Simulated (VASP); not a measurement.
# H6C3O2 in VASP: single point with PBE+D3(BJ)

Aim: the single point of H6C3O2 with PBE+D3(BJ).

All numbers are computed with VASP 6.6.1; they aren't measurements. Logs are shortened: lines on timing, memory, paths and dates and some standing lists are left out, and cuts for length are marked.

## 1. The cell of the first run

The cell holds a disordered packing, 33 atoms: a = 7.797 Å, b = 7.797 Å, c = 7.797 Å, α = 90.00°, β = 90.00°, γ = 90.00°.

## 2. Single point, PBE+D3(BJ)

The input, INCAR:

```
SYSTEM = H6C3O2
PREC = Accurate ; ENCUT = 1000
EDIFF = 1E-6 ; ISMEAR = -1
SIGMA = 0.05 ; LREAL = Auto
LASPH = .True. ; NELM = 120
ALGO = Normal ; ISIF = 2
LWAVE = .False. ; LCHARG = .False.
GGA = PE ; IVDW = 12
NBANDS = 67 ; GGA_COMPAT = .False.
```

The input, KPOINTS:

```
regular mesh
0
Gamma
  1 1 1
  0 0 0
```

The input, POSCAR:

```
H6C3O2
1.0
    7.7969750000      0.0000000000      0.0000000000
    0.0000000000      7.7969750000      0.0000000000
    0.0000000000      0.0000000000      7.7969750000
C O H
9 6 18
Direct
    0.7932691845      0.4397089897      0.5574213076
    0.2271650223      0.3052081096      0.6227158610
    0.7735564113      0.5207788918      0.0654484592
    0.4549969700     -0.0009619115     -0.0478903677
    0.3919212259      0.1329874727      0.0766835856
    0.9734287977      0.9473032811      1.0288349007
    0.9377739444      1.0565123012      0.8704016622
    0.0855972990      0.7420698412      0.4979110488
    0.2703227854      0.7978350578      0.4704645071
    0.8511634320      0.4190984324      0.6951798614
    0.7444682072      0.4611916801      0.4177774073
    0.2730161377      0.4103386249      0.7171627458
    0.1741316344      0.2085424155      0.5221127424
    0.6293338122      0.5518806973      0.0473003953
    0.9113406161      0.4874069751      0.1047457508
    0.5972700951      0.0041554577     -0.0565732223
    0.4293844728     -0.1372327088     -0.0089778408
    0.3981159360      0.0066692531     -0.1737725208
    0.2529314253      0.1281650897      0.1137235915
    0.4558306266      0.1204441466      0.2068879277
    0.4148275453      0.2537522565      0.0252790345
    1.0589363183      1.0034660878      1.1224224779
    0.8571914108      0.9309507854      1.0966945514
    1.0293607457      0.8235501589      0.9975407129
    0.8803670654      0.9778535907      0.7708374081
    0.8481366171      1.1581286332      0.9083651031
    1.0494198070      1.1194341395      0.8135078027
   -0.0130306946      0.8380173080      0.4764155329
    0.0639222262      0.6616540389      0.3898178460
    0.0826987389      0.6785965070      0.6280127870
    0.3422352900      0.6784426011      0.4715931499
    0.2833663055      0.8526383630      0.3423122429
    0.3233433479      0.8892423023      0.5696183456
```

Potentials or basis: VASP PAW PBE potentials, release 64 (C_h, O_h, H_h).

Run with:

```
> cat potpaw_PBE.64/C_h/POTCAR potpaw_PBE.64/O_h/POTCAR potpaw_PBE.64/H_h/POTCAR > POTCAR
> mpirun -np 1 vasp_gam > vasp.out
```

OUTCAR:

```text
SYSTEM = H6C3O2
   PREC = Accurate
   ENCUT = 1000
   EDIFF = 1E-6
   ISMEAR = -1
   LREAL = Auto
   LASPH = .True.
   NELM = 120
   ISIF = 2
   GGA = PE
   IVDW = 12
 IVDW          = 12

 ion  position               nearest neighbor table
   1  0.793  0.440  0.557-  11 1.17  10 1.18
   2  0.227  0.305  0.623-  12 1.16  13 1.16
   3  0.774  0.521  0.065-  15 1.15  14 1.16
   4  0.455  0.999  0.952-  18 1.08  16 1.11  17 1.12   5 1.51
   5  0.392  0.133  0.077-  21 1.04  19 1.12  20 1.14   4 1.51
   6  0.973  0.947  0.029-  23 1.06  22 1.08  24 1.09
   7  0.938  0.057  0.870-  25 1.09  27 1.09  26 1.10
   8  0.086  0.742  0.498-  29 1.06  28 1.09  30 1.13   9 1.52
   9  0.270  0.798  0.470-  31 1.09  32 1.09  33 1.13   8 1.52
  10  0.851  0.419  0.695-   1 1.18
  11  0.744  0.461  0.418-   1 1.17
  12  0.273  0.410  0.717-   2 1.16
  13  0.174  0.209  0.522-   2 1.16
  14  0.629  0.552  0.047-   3 1.16
  15  0.911  0.487  0.105-   3 1.15
[... 16 lines left out ...]
  32  0.283  0.853  0.342-   9 1.09
  33  0.323  0.889  0.570-   9 1.13

  LATTYP: Found a simple cubic cell.
 ALAT       =     7.7969750000

  Lattice vectors:

 A1 = (   7.7969750000,   0.0000000000,   0.0000000000)
 A2 = (   0.0000000000,   7.7969750000,   0.0000000000)
 A3 = (   0.0000000000,   0.0000000000,   7.7969750000)

Analysis of symmetry for initial positions (statically):
=====================================================================
 Subroutine PRICEL returns:
 Original cell was already a primitive cell.

 Routine SETGRP: Setting up the symmetry group for a
 simple cubic supercell.

 Subroutine GETGRP returns: Found  1 space group operations
 (whereof  1 operations were pure point group operations)
 out of a pool of 48 trial point group operations.

The static configuration has the point symmetry C_1 .

Analysis of symmetry for dynamics (positions and initial velocities):
=====================================================================
 Subroutine PRICEL returns:
 Original cell was already a primitive cell.

 Routine SETGRP: Setting up the symmetry group for a
 simple cubic supercell.

 Subroutine GETGRP returns: Found  1 space group operations
 (whereof  1 operations were pure point group operations)
 out of a pool of 48 trial point group operations.

The dynamic configuration has the point symmetry C_1 .

 Subroutine INISYM returns: Found  1 space group operations
 (whereof  1 operations are pure point group operations),
[... 137 lines left out ...]
   NSW    =      0    number of steps for IOM
   IBRION =     -1    ionic relax: 0-MD 1-quasi-New 2-CG
   NFREE  =      0    steps in history (QN), initial steepest desc. (CG)
   ISIF   =      2    stress and relaxation
   ISYM   =      2    0-nonsym 1-usesym 2-fastsym
   POTIM  = 0.5000    time-step for ionic-motion
   TEBEG  =    0.0;   TEEND  =   0.0 temperature during run
   PSTRESS=    0.0 pullay stress
   NELECT =      90.0000    total number of electrons
   NUPDOWN=      -1.0000    fix difference up-down
   EMIN   =  10.00;   EMAX   =-10.00  energy-range for DOS
   EFERMI =   0.00;   METHOD = LEGACY
   ISMEAR =    -1;   SIGMA  =   0.05  broadening in eV -4-tet -1-fermi 0-gaus
   EFERMI_NEDOS =   21; number of points for ismear=-14 and -15
   IALGO  =     38    algorithm
   IMIX   =      4    mixing-type and parameters
     AMIX     =   0.40;   BMIX     =  1.00
     AMIX_MAG =   1.60;   BMIX_MAG =  1.00
  volume/ion in A,a.u.               =      14.36        96.93
  Fermi-wavevector in a.u.,A,eV,Ry     =   0.940942  1.778123 12.046216  0.885372
  Thomas-Fermi vector in A             =   2.068404
   LORBIT       =      0    0 simple, 1 ext, 2 COOP (PROOUT), +10 PAW based schemes
   GGA     = PE    functional components
   LHFCALC =     F    Hartree Fock is set to
   AEXX    =    0.0000 exact exchange contribution
   IVDW    =    12    specifies the selected vdW correction
   LEPSILON=     F    determine dielectric tensor
   LRPA    =     F    only Hartree local field effects (RPA)
 non-spin polarized calculation
  energy-cutoff  :     1000.00
  volume of cell :      474.00
 maximum number of plane-waves:     17025
   NGX = 41   NGY = 41   NGZ = 41

 number of electron      90.0000001 magnetization

 Free energy of the ion-electron system (eV)
  ---------------------------------------------------
  ext. energy  EPLUGINS =         0.00000000
  ---------------------------------------------------
  free energy    TOTEN  =      -190.50496022 eV

  energy without entropy =     -190.50496022  energy(sigma->0) =     -190.50496022

 E-fermi :  -3.2405     XC(G=0):  -5.9890

 val. band max:       -4.5128545454   @ k =   0.0000   0.0000   0.0000
 cond. band min:       1.2480605415   @ k =   0.0000   0.0000   0.0000
 fundamental gap:      5.7609150869
 Fermi energy:        -3.2405140398

 k-point     1 :       0.0000    0.0000    0.0000
  band No.  band energies     occupation
      1     -26.2096      2.00000
      2     -26.1298      2.00000
      3     -25.9362      2.00000
      4     -25.1754      2.00000
      5     -25.1126      2.00000
      6     -24.8812      2.00000
[... 49 lines left out ...]
     56       3.9167      0.00000
     57       4.2588      0.00000
 [bands above 57 left out]

------------------------ aborting loop because EDIFF is reached ----------------------------------------

 Edisp (eV)   -1.18196

 E8    (eV) :    -0.2715

  FORCE on cell =-STRESS in cart. coord.  units (eV):
  Direction    XX          YY          ZZ          XY          YZ          ZX
  --------------------------------------------------------------------------------------
  -------------------------------------------------------------------------------------
  Total       7.01236     5.43326     0.14739     1.05362     0.53141     0.07049
  in kB      23.70263    18.36507     0.49819     3.56138     1.79624     0.23828
  external pressure =       14.19 kB  Pullay stress =        0.00 kB

 VOLUME and BASIS-vectors are now :
 -----------------------------------------------------------------------------
  energy-cutoff  :     1000.00
  volume of cell :      474.00
      direct lattice vectors                 reciprocal lattice vectors
     7.796975000  0.000000000  0.000000000     0.128254868  0.000000000  0.000000000
     0.000000000  7.796975000  0.000000000     0.000000000  0.128254868  0.000000000
     0.000000000  0.000000000  7.796975000     0.000000000  0.000000000  0.128254868

 POSITION                                       TOTAL-FORCE (eV/Angst)
 -----------------------------------------------------------------------------------
      6.18510      3.42840      4.34620         0.694580     -0.028632      0.567351
      1.77120      2.37970      4.85530        -0.461617      0.131501     -0.556009
      6.03140      4.06050      0.51030        -1.266158      0.140435      0.602506
      3.54760      7.78948      7.42358         0.601530     -1.524687      0.793331
      3.05580      1.03690      0.59790        -0.717595     -1.684040      2.170846
      7.58980      7.38610      0.22482         0.749371      0.124963     -0.664931
[... 25 lines left out ...]
      2.20940      6.64800      2.66900         0.248037      0.281307     -0.092045
      2.52110      6.93340      4.44130        -0.388767     -0.646548     -0.699503
 -----------------------------------------------------------------------------------
    total drift:                               -0.001905     -0.000843      0.003322

  FREE ENERGIE OF THE ION-ELECTRON SYSTEM (eV)
  ---------------------------------------------------
  free  energy   TOTEN  =      -191.6869157494 eV

  energy  without entropy=     -191.6869157494  energy(sigma->0) =     -191.68691575
```

OSZICAR:

```text
N       E                     dE             d eps       ncg     rms          rms(c)
DAV:   1     0.105141216514E+04    0.10514E+04   -0.61606E+04   134   0.199E+03
DAV:   2     0.248684245992E+02   -0.10265E+04   -0.96991E+03   180   0.323E+02
DAV:   3    -0.200034233379E+03   -0.22490E+03   -0.22291E+03   164   0.158E+02
DAV:   4    -0.210575784147E+03   -0.10542E+02   -0.10427E+02   180   0.374E+01
DAV:   5    -0.210911327646E+03   -0.33554E+00   -0.33437E+00   196   0.655E+00    0.236E+01
DAV:   6    -0.193511540326E+03    0.17400E+02   -0.34388E+01   156   0.203E+01    0.104E+01
DAV:   7    -0.191218550416E+03    0.22930E+01   -0.60988E+00   164   0.896E+00    0.551E+00
DAV:   8    -0.190609791919E+03    0.60876E+00   -0.75740E-01   180   0.380E+00    0.192E+00
DAV:   9    -0.190510271597E+03    0.99520E-01   -0.18320E-01   172   0.182E+00    0.457E-01
DAV:  10    -0.190508085717E+03    0.21859E-02   -0.34576E-02   156   0.863E-01    0.227E-01
DAV:  11    -0.190505884258E+03    0.22015E-02   -0.76850E-03   148   0.439E-01    0.953E-02
DAV:  12    -0.190505162729E+03    0.72153E-03   -0.21163E-03   156   0.239E-01    0.530E-02
DAV:  13    -0.190504993514E+03    0.16922E-03   -0.46405E-04   196   0.123E-01    0.284E-02
DAV:  14    -0.190504973275E+03    0.20238E-04   -0.13418E-04   164   0.580E-02    0.126E-02
DAV:  15    -0.190504964804E+03    0.84714E-05   -0.21013E-05   156   0.232E-02    0.487E-03
DAV:  16    -0.190504961031E+03    0.37733E-05   -0.61765E-06   140   0.131E-02    0.297E-03
DAV:  17    -0.190504960217E+03    0.81377E-06   -0.85892E-07   132   0.519E-03
   1 F= -.19168692E+03 E0= -.19168692E+03  d E =-.240782E-10
```

Wall time 76 s (1 thread of Intel Xeon 6975P-C (Granite Rapids), shared host); peak memory 0.89 GiB.

What came out:

```yaml
Free_energy: -191.6869 eV
Pressure: 1.4 GPa
Largest_force: 2.840 eV/Å
Band_gap_on_the_k_mesh: 5.76 eV
Dispersion_energy_per_atom: -0.036 eV
```

Forces in eV/Å, atoms in the order of the input:
```
C    0.695 -0.029  0.567
C   -0.462  0.132 -0.556
C   -1.266  0.140  0.603
C    0.602 -1.525  0.793
C   -0.718 -1.684  2.171
C    0.749  0.125 -0.665
C    0.065  0.244  0.574
C    0.613  0.196  1.051
C    0.163  0.826  0.438
O   -0.424  0.078 -0.407
O   -0.469 -0.025  0.014
O    0.654  0.611  0.927
O   -0.085 -0.662 -0.470
O   -1.243  0.389 -0.784
O    2.597 -0.516 -0.029
H   -0.486  0.139 -0.257
H   -0.037  0.646  0.126
H   -0.130  0.370 -0.650
H    0.631 -0.135 -0.631
H   -0.107  0.192 -0.991
H    0.428  2.127 -0.533
H    0.351  0.479  0.144
H   -1.311 -0.551  0.636
H    0.035 -0.399 -0.125
H   -0.283 -0.074 -0.301
H   -0.017  0.058 -0.283
H    0.177 -0.131  0.188
H   -0.088  0.677  0.629
H   -0.459 -1.521 -0.447
H   -0.669  0.264 -1.043
H    0.635 -0.077  0.103
H    0.248  0.281 -0.092
H   -0.389 -0.647 -0.700
```

Levels at points of the mesh, in eV from the valence-band top:
```
           k point  band 41  band 42  band 43  band 44  band 45  band 46  band 47  band 48  band 49  band 50
(0.00, 0.00, 0.00)    -0.63    -0.54    -0.43    -0.19     0.00     5.76     6.75     6.93     6.98     7.24
```

Caveat: the k points lie up to 0.81 Å⁻¹ apart, too coarse for converged energies, forces and pressures.
